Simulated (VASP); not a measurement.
# KTaO3 (Pm-3m) in VASP: settings compared, part 2 of 2

VASP 6.6.1.

### 3 Single point, r2SCAN, non-collinear spin, zero start, spin-orbit coupling

Contents of POSCAR:

```
KTaO3
1.0
    3.9883000000      0.0000000000      0.0000000000
    0.0000000000      3.9883000000      0.0000000000
    0.0000000000      0.0000000000      3.9883000000
Ta K O
1 1 3
Direct
    0.0000000000      0.0000000000      0.0000000000
    0.5000000000      0.5000000000      0.5000000000
    0.0000000000      0.0000000000      0.5000000000
    0.0000000000      0.5000000000      0.0000000000
    0.5000000000      0.0000000000      0.0000000000
```

Contents of INCAR.step1:

```
PREC = Accurate
ENCUT = 520
ISMEAR = -1
SIGMA = 0.05
LREAL = False
LASPH = True
NELM = 150
MAGMOM = 0 0 0 0 0 0 0 0 0 0 0 0 0 0 0
LSORBIT = True
GGA_COMPAT = False
LMAXMIX = 4
NBANDS = 53
GGA = PE
ALGO = Normal
EDIFF = 1E-4
LWAVE = True
LCHARG = False
```

Contents of INCAR.step2:

```
PREC = Accurate
ENCUT = 520
EDIFF = 1E-6
ISMEAR = -1
SIGMA = 0.05
LREAL = False
LASPH = True
NELM = 150
ALGO = Normal
ISIF = 2
LWAVE = False
LCHARG = False
MAGMOM = 0 0 0 0 0 0 0 0 0 0 0 0 0 0 0
LORBIT = 11
LSORBIT = True
GGA_COMPAT = False
LORBMOM = True
LMAXMIX = 4
METAGGA = R2SCAN
LMIXTAU = True
NBANDS = 53
ISTART = 1
```

Contents of KPOINTS:

```
regular mesh
0
Gamma
  7 7 7
```

Potentials or basis: VASP PAW PBE potentials, release 64 (Ta_pv, K_sv, O).

Launch:

```sh
$ cat potpaw_PBE.64/Ta_pv/POTCAR potpaw_PBE.64/K_sv/POTCAR potpaw_PBE.64/O/POTCAR > POTCAR
$ cp INCAR.step1 INCAR
$ mpirun -np 1 vasp_ncl > vasp.out
$ cp INCAR.step2 INCAR
$ mpirun -np 1 vasp_ncl > vasp.out
```

OUTCAR:

```text
PREC = Accurate
   ENCUT = 520
   EDIFF = 1E-6
   ISMEAR = -1
   LREAL = False
   LASPH = True
   NELM = 150
   ISIF = 2
   LORBIT = 11
   LSORBIT = True
   METAGGA = R2SCAN
   ISTART = 1

 ion  position               nearest neighbor table
   1  0.000  0.000  0.000-   3 1.99   4 1.99   5 1.99   3 1.99   4 1.99   5 1.99   2 3.45   2 3.45
                             2 3.45   2 3.45   2 3.45   2 3.45   2 3.45   2 3.45
   2  0.500  0.500  0.500-   3 2.82   4 2.82   5 2.82   4 2.82   5 2.82   3 2.82   5 2.82   5 2.82
                             3 2.82   4 2.82   4 2.82   3 2.82   1 3.45   1 3.45   1 3.45   1 3.45
   3  0.000  0.000  0.500-   1 1.99   1 1.99   2 2.82   2 2.82   2 2.82   2 2.82
   4  0.000  0.500  0.000-   1 1.99   1 1.99   2 2.82   2 2.82   2 2.82   2 2.82
   5  0.500  0.000  0.000-   1 1.99   1 1.99   2 2.82   2 2.82   2 2.82   2 2.82

  LATTYP: Found a simple cubic cell.
 ALAT       =     3.9883000000

  Lattice vectors:

 A1 = (   3.9883000000,   0.0000000000,   0.0000000000)
 A2 = (   0.0000000000,   3.9883000000,   0.0000000000)
 A3 = (   0.0000000000,   0.0000000000,   3.9883000000)

Analysis of symmetry for initial positions (statically):
=====================================================================
 Subroutine PRICEL returns:
 Original cell was already a primitive cell.
[... 1414 lines left out ...]
 l=   2
     0.0000000     0.0000000     0.0000000     0.0000000     0.0000000
     0.0000000     0.0000000     0.0000000     0.0000000     0.0000000
     0.0000000     0.0000000     0.0000000     0.0000000     0.0000000
     0.0000000     0.0000000     0.0000000     0.0000000     0.0000000
     0.0000000     0.0000000     0.0000000     0.0000000     0.0000000
 l=   3
     0.0000000     0.0000000     0.0000000     0.0000000     0.0000000     0.0000000     0.0000000
     0.0000000     0.0000000     0.0000000     0.0000000     0.0000000     0.0000000     0.0000000
     0.0000000     0.0000000     0.0000000     0.0000000     0.0000000     0.0000000     0.0000000
     0.0000000     0.0000000     0.0000000     0.0000000     0.0000000     0.0000000     0.0000000
     0.0000000     0.0000000     0.0000000     0.0000000     0.0000000     0.0000000     0.0000000
     0.0000000     0.0000000     0.0000000     0.0000000     0.0000000     0.0000000     0.0000000
     0.0000000     0.0000000     0.0000000     0.0000000     0.0000000     0.0000000     0.0000000

 total charge

# of ion       s       p       d       tot
------------------------------------------
    1        0.361   6.357   2.017   8.735
    2        1.963   5.702   0.045   7.710
    3        1.567   3.547   0.000   5.114
    4        1.567   3.547   0.000   5.114
    5        1.567   3.547   0.000   5.114
--------------------------------------------------
tot          7.025  22.699   2.062  31.786

 magnetization (x)

# of ion       s       p       d       tot
------------------------------------------
    1        0.000   0.000   0.000   0.000
    2        0.000   0.000  -0.000  -0.000
    3       -0.000   0.000   0.000  -0.000
    4        0.000   0.000   0.000   0.000
    5        0.000  -0.000   0.000  -0.000
--------------------------------------------------
tot          0.000  -0.000   0.000   0.000

 magnetization (y)

# of ion       s       p       d       tot
------------------------------------------
    1        0.000   0.000  -0.000  -0.000
    2       -0.000   0.000  -0.000  -0.000
    3        0.000  -0.000   0.000  -0.000
    4        0.000  -0.000   0.000  -0.000
    5        0.000   0.000   0.000   0.000
--------------------------------------------------
tot          0.000  -0.000  -0.000  -0.000

 magnetization (z)

# of ion       s       p       d       tot
------------------------------------------
    1        0.000   0.000   0.000   0.000
    2       -0.000   0.000   0.000   0.000
    3        0.000   0.000   0.000   0.000
    4       -0.000   0.000   0.000  -0.000
    5        0.000  -0.000   0.000  -0.000
--------------------------------------------------
tot          0.000   0.000   0.000   0.000
```

Wall time 21 min (1 thread of Intel Xeon 8259CL, shared host); peak memory 0.39 GiB.

What came out:

```yaml
Free_energy: -87.7380 eV
Pressure: 1.4 GPa
Net_moment: 0.00 μB per cell
Valence_electrons_inside_the_program's_atomic_spheres: Ta 8.73; K 7.71; O 5.11
```

Moments on the atoms (μB; x, y, z):
```
Ta  0.00 0.00 0.00
K   0.00 0.00 0.00
O   0.00 0.00 0.00
O   0.00 0.00 0.00
O   0.00 0.00 0.00
```

Caveat: the PAW data sets were made with another functional, which shifts forces and pressure a little.

### 4 Single point, r2SCAN

POSCAR, as its differences from that of step 3:

```diff
@@ -2,5 +2,5 @@
 1.0
-    3.9883000000      0.0000000000      0.0000000000
-    0.0000000000      3.9883000000      0.0000000000
-    0.0000000000      0.0000000000      3.9883000000
+    3.9901849267      0.0000000000      0.0000000000
+    0.0000000000      3.9901849267      0.0000000000
+    0.0000000000      0.0000000000      3.9901849267
 Ta K O
```

Contents of INCAR.step1:

```
  PREC = Accurate
  ENCUT = 520
  ISMEAR = -1
  SIGMA = 0.05
  LREAL = False
  LASPH = True
  NELM = 80
  NBANDS = 27
  GGA = PE
  ALGO = Normal
  EDIFF = 1E-4
  LWAVE = True
  LCHARG = False
```

Contents of INCAR.step2:

```
  PREC = Accurate
  ENCUT = 520
  EDIFF = 1E-6
  ISMEAR = -1
  SIGMA = 0.05
  LREAL = False
  LASPH = True
  NELM = 80
  ALGO = Normal
  ISIF = 2
  LWAVE = False
  LCHARG = False
  METAGGA = R2SCAN
  LMIXTAU = True
  NBANDS = 27
  ISTART = 1
```

Contents of KPOINTS:

```
Automatic mesh
0
Gamma
  7 7 7
```

Launch:

```sh
$ cat potpaw_PBE.64/Ta_pv/POTCAR potpaw_PBE.64/K_sv/POTCAR potpaw_PBE.64/O/POTCAR > POTCAR
$ cp INCAR.step1 INCAR
$ mpirun -np 1 vasp_std > vasp.out
$ cp INCAR.step2 INCAR
$ mpirun -np 1 vasp_std > vasp.out
```

It took 1.8 min on 1 thread of AMD EPYC 7R13, shared host; peak memory 0.19 GiB.

The run converged. Its results:

```
Free energy            : -87.1633 eV
Pressure               : 0.9 GPa
Band gap on the k mesh : 2.66 eV (least direct gap 3.25 eV)
```

Levels at points of the mesh, in eV from the valence-band top:
```tsv
k point	band 15	band 16	band 17	band 18	band 19	band 20	band 21	band 22	band 23	band 24
(0.00, 0.00, 0.00)	-1.03	-1.03	-0.59	-0.59	-0.59	2.66	2.66	2.66	7.11	7.11
```

Caveat: the PAW data sets were made with another functional, which shifts forces and pressure a little; spin-orbit coupling is left out, which moves the levels of the heavy elements; an odd mesh through Γ misses points on the zone boundary, where band edges can lie.

### 5 Single point, r2SCAN+U

This run uses another cell than the first one, of 12.72 Å³/atom.

POSCAR, as its differences from that of step 4:

```diff
@@ -2,5 +2,5 @@
 1.0
-    3.9901849267      0.0000000000      0.0000000000
-    0.0000000000      3.9901849267      0.0000000000
-    0.0000000000      0.0000000000      3.9901849267
+    3.9919788884      0.0000000000      0.0000000000
+    0.0000000000      3.9919788884      0.0000000000
+    0.0000000000      0.0000000000      3.9919788884
 Ta K O
```

Contents of INCAR.step1:

```
ALGO = Normal ; EDIFF = 1E-4
ENCUT = 520 ; GGA = PE
ISMEAR = -1 ; LASPH = T
LCHARG = F ; LDAU = T
LDAUJ = 0 0 0 ; LDAUL = 2 -1 -1
LDAUTYPE = 2 ; LDAUU = 1 0 0
LMAXMIX = 4 ; LREAL = F
LWAVE = T ; NBANDS = 27
NELM = 150 ; PREC = Accurate
SIGMA = 0.05
```

Contents of INCAR.step2:

```
ALGO = Normal ; EDIFF = 1E-7
ENCUT = 520 ; ISIF = 2
ISMEAR = -1 ; ISTART = 1
LASPH = T ; LCHARG = F
LDAU = T ; LDAUJ = 0 0 0
LDAUL = 2 -1 -1 ; LDAUPRINT = 1
LDAUTYPE = 2 ; LDAUU = 1 0 0
LMAXMIX = 4 ; LMIXTAU = T
LREAL = F ; LWAVE = F
METAGGA = R2SCAN ; NBANDS = 27
NELM = 150 ; PREC = Accurate
SIGMA = 0.05
```

Contents of KPOINTS:

```
k-points
0
Gamma
  7 7 7
```

Launch:

```sh
$ cat potpaw_PBE.64/Ta_pv/POTCAR potpaw_PBE.64/K_sv/POTCAR potpaw_PBE.64/O/POTCAR > POTCAR
$ cp INCAR.step1 INCAR
$ mpirun -np 1 vasp_std > vasp.out
$ cp INCAR.step2 INCAR
$ mpirun -np 1 vasp_std > vasp.out
```

It used 100 s of CPU time on 1 thread of AMD EPYC 7R13 (shared host).

Results (log left out):

| Quantity | Value |
| --- | --- |
| Free energy | -86.3768 eV |
| Pressure | 1.6 GPa |
| Band gap on the k mesh | 2.79 eV (least direct gap 3.40 eV) |

Levels at points of the mesh, in eV from the valence-band top:
| k point | band 16 | band 17 | band 18 | band 19 | band 20 | band 21 | band 22 | band 23 |
| --- | --- | --- | --- | --- | --- | --- | --- | --- |
| (0.00, 0.00, 0.00) | -1.03 | -0.61 | -0.61 | -0.61 | 2.79 | 2.79 | 2.79 | 7.13 |

Eigenvalues of the final occupation matrices:
```csv
site,spin,trace,eigenvalues
site 1 d,1,1.01,0.14 0.14 0.14 0.29 0.29
site 1 d,2,1.01,0.14 0.14 0.14 0.29 0.29
```

Caveat: the PAW data sets were made with another functional, which shifts forces and pressure a little; spin-orbit coupling is left out, which moves the levels of the heavy elements; an odd mesh through Γ misses points on the zone boundary, where band edges can lie.

### 6 Single point, r2SCAN+U

This run uses another cell than the first one, of 12.74 Å³/atom.

POSCAR, as its differences from that of step 5:

```diff
@@ -2,5 +2,5 @@
 1.0
-    3.9919788884      0.0000000000      0.0000000000
-    0.0000000000      3.9919788884      0.0000000000
-    0.0000000000      0.0000000000      3.9919788884
+    3.9939108335      0.0000000000      0.0000000000
+    0.0000000000      3.9939108335      0.0000000000
+    0.0000000000      0.0000000000      3.9939108335
 Ta K O
```

Contents of INCAR.step1:

```
SYSTEM = KTaO3
ALGO = Normal
EDIFF = 1E-4
ENCUT = 520
GGA = PE
ISMEAR = -1
LASPH = .True.
LCHARG = .False.
LDAU = .True.
LDAUJ = 0 0 0
LDAUL = 2 -1 -1
LDAUTYPE = 2
LDAUU = 2 0 0
LMAXMIX = 4
LREAL = .False.
LWAVE = .True.
NBANDS = 27
NELM = 150
PREC = Accurate
SIGMA = 0.05
```

Contents of INCAR.step2:

```
SYSTEM = KTaO3
ALGO = Normal
EDIFF = 1E-6
ENCUT = 520
ISIF = 2
ISMEAR = -1
ISTART = 1
LASPH = .True.
LCHARG = .True.
LDAU = .True.
LDAUJ = 0 0 0
LDAUL = 2 -1 -1
LDAUPRINT = 1
LDAUTYPE = 2
LDAUU = 2 0 0
LELF = .True.
LMAXMIX = 4
LMIXTAU = .True.
LREAL = .False.
LVHAR = .True.
LWAVE = .False.
METAGGA = R2SCAN
NBANDS = 27
NELM = 150
PREC = Accurate
SIGMA = 0.05
```

Contents of KPOINTS:

```
k-points
0
Gamma
  7 7 7
  0 0 0
```

Potentials or basis: VASP PAW PBE potentials, release 64 (Ta_pv, K_sv, O).

Launch:

```sh
$ cat potpaw_PBE.64/Ta_pv/POTCAR potpaw_PBE.64/K_sv/POTCAR potpaw_PBE.64/O/POTCAR > POTCAR
$ cp INCAR.step1 INCAR
$ mpirun -np 1 vasp_std > vasp.out
$ cp INCAR.step2 INCAR
$ mpirun -np 1 vasp_std > vasp.out
```

OUTCAR:

```text
SYSTEM = KTaO3
   EDIFF = 1E-6
   ENCUT = 520
   ISIF = 2
   ISMEAR = -1
   ISTART = 1
   LASPH = .True.
   LREAL = .False.
   METAGGA = R2SCAN
   NELM = 150
   PREC = Accurate

 ion  position               nearest neighbor table
   1  0.000  0.000  0.000-   3 2.00   4 2.00   5 2.00   3 2.00   4 2.00   5 2.00   2 3.46   2 3.46
                             2 3.46   2 3.46   2 3.46   2 3.46   2 3.46   2 3.46
   2  0.500  0.500  0.500-   3 2.82   4 2.82   5 2.82   4 2.82   5 2.82   3 2.82   5 2.82   5 2.82
                             3 2.82   4 2.82   4 2.82   3 2.82   1 3.46   1 3.46   1 3.46   1 3.46
   3  0.000  0.000  0.500-   1 2.00   1 2.00   2 2.82   2 2.82   2 2.82   2 2.82
   4  0.000  0.500  0.000-   1 2.00   1 2.00   2 2.82   2 2.82   2 2.82   2 2.82
   5  0.500  0.000  0.000-   1 2.00   1 2.00   2 2.82   2 2.82   2 2.82   2 2.82

  LATTYP: Found a simple cubic cell.
 ALAT       =     3.9939108335

  Lattice vectors:

 A1 = (   3.9939108335,   0.0000000000,   0.0000000000)
 A2 = (   0.0000000000,   3.9939108335,   0.0000000000)
 A3 = (   0.0000000000,   0.0000000000,   3.9939108335)

Analysis of symmetry for initial positions (statically):
[... 213 lines left out ...]
 val. band max:        1.4043433422   @ k =   0.4286   0.4286   0.4286
 cond. band min:       4.3438699767   @ k =   0.0000   0.0000   0.0000
 fundamental gap:      2.9395266344
 Fermi energy:         2.4906551580

 k-point     1 :       0.0000    0.0000    0.0000
  band No.  band energies     occupation
      1     -34.2365      2.00000
      2     -34.2365      2.00000
      3     -34.2365      2.00000
      4     -26.9997      2.00000
      5     -17.1017      2.00000
      6     -16.3906      2.00000
[... 589 lines left out ...]
     26      12.0123      0.00000
     27      13.4760      0.00000

------------------------ aborting loop because EDIFF is reached ----------------------------------------

  FORCE on cell =-STRESS in cart. coord.  units (eV):
  Direction    XX          YY          ZZ          XY          YZ          ZX
  --------------------------------------------------------------------------------------
  -------------------------------------------------------------------------------------
  Total        0.9213767      0.9213767      0.9213767      0.0000000     -0.0000000     -0.0000000
  in kB       23.1714222     23.1714222     23.1714222      0.0000000     -0.0000000     -0.0000000
  external PRESSURE =      23.1714222 kB  Pullay stress =       0.0000000 kB

 VOLUME and BASIS-vectors are now :
 -----------------------------------------------------------------------------
  energy-cutoff  :      520.00
  volume of cell :       63.71
      direct lattice vectors                 reciprocal lattice vectors
     3.993910834  0.000000000  0.000000000     0.250381153  0.000000000  0.000000000
     0.000000000  3.993910834  0.000000000     0.000000000  0.250381153  0.000000000
     0.000000000  0.000000000  3.993910834     0.000000000  0.000000000  0.250381153

 POSITION                                       TOTAL-FORCE (eV/Angst)
 -----------------------------------------------------------------------------------
      0.00000      0.00000      0.00000         0.000000      0.000000      0.000000
      1.99696      1.99696      1.99696         0.000000      0.000000      0.000000
      0.00000      0.00000      1.99696         0.000000      0.000000      0.000000
      0.00000      1.99696      0.00000         0.000000      0.000000      0.000000
      1.99696      0.00000      0.00000         0.000000      0.000000      0.000000
 -----------------------------------------------------------------------------------
    total drift:                                0.000000     -0.000000      0.000000

  FREE ENERGIE OF THE ION-ELECTRON SYSTEM (eV)
  ---------------------------------------------------
  free  energy   TOTEN  =       -85.6054351036 eV

  energy  without entropy=      -85.6054351035  energy(sigma->0) =      -85.60543510
```

OUTCAR.step1:

```text
SYSTEM = KTaO3
   EDIFF = 1E-4
   ENCUT = 520
   GGA = PE
   ISMEAR = -1
   LASPH = .True.
[... 831 lines left out ...]
      0.00000      0.00000      1.99696         0.000000      0.000000      0.000000
      0.00000      1.99696      0.00000         0.000000      0.000000      0.000000
      1.99696      0.00000      0.00000         0.000000      0.000000      0.000000
 -----------------------------------------------------------------------------------
    total drift:                                0.000000     -0.000000      0.000000

  FREE ENERGIE OF THE ION-ELECTRON SYSTEM (eV)
  ---------------------------------------------------
  free  energy   TOTEN  =       -39.4466686918 eV

  energy  without entropy=      -39.4466686918  energy(sigma->0) =      -39.44666869
```

Wall time 2.5 min (1 thread of AMD EPYC 7R13, shared host); peak memory 0.19 GiB.

Results:

```yaml
Free_energy: -85.6054 eV
Pressure: 2.3 GPa
Band_gap_on_the_k_mesh: 2.94 eV (least direct gap 3.56 eV)
```

Eigenvalues of the final occupation matrices:
```tsv
site	spin	trace	eigenvalues
site 1 d	1	0.98	0.14 0.14 0.14 0.28 0.28
site 1 d	2	0.98	0.14 0.14 0.14 0.28 0.28
```

Caveat: the PAW data sets were made with another functional, which shifts forces and pressure a little; spin-orbit coupling is left out, which moves the levels of the heavy elements; an odd mesh through Γ misses points on the zone boundary, where band edges can lie.

### 7 The runs side by side

```tsv
level	spin	U	cell	gap on the mesh (eV)	pressure (GPa)
r2SCAN	off	-	a = 3.988 Å, 5 atoms	2.66	1.2
r2SCAN	non-collinear, zero start, SOC	-	a = 3.988 Å, 5 atoms	-	1.4
r2SCAN	off	-	a = 3.990 Å, 5 atoms	2.66	0.9
r2SCAN+U	off	Ta d U = 1.0 eV	a = 3.992 Å, 5 atoms	2.79	1.6
r2SCAN+U	off	Ta d U = 2.0 eV	a = 3.994 Å, 5 atoms	2.94	2.3
```

Alike in all rows: task single point; potentials or basis VASP PAW PBE potentials, release 64 (Ta_pv, K_sv, O); k mesh 7 × 7 × 7; cutoff (eV) 520; smearing fermi-dirac 0.05 eV.

Caveats: the PAW data sets were made with another functional, which shifts forces and pressure a little; spin-orbit coupling is left out, which moves the levels of the heavy elements (at least some runs); an odd mesh through Γ misses points on the zone boundary, where band edges can lie (at least some runs).

Total energies depend on the potentials used, so only differences within one code and one set of settings carry meaning.
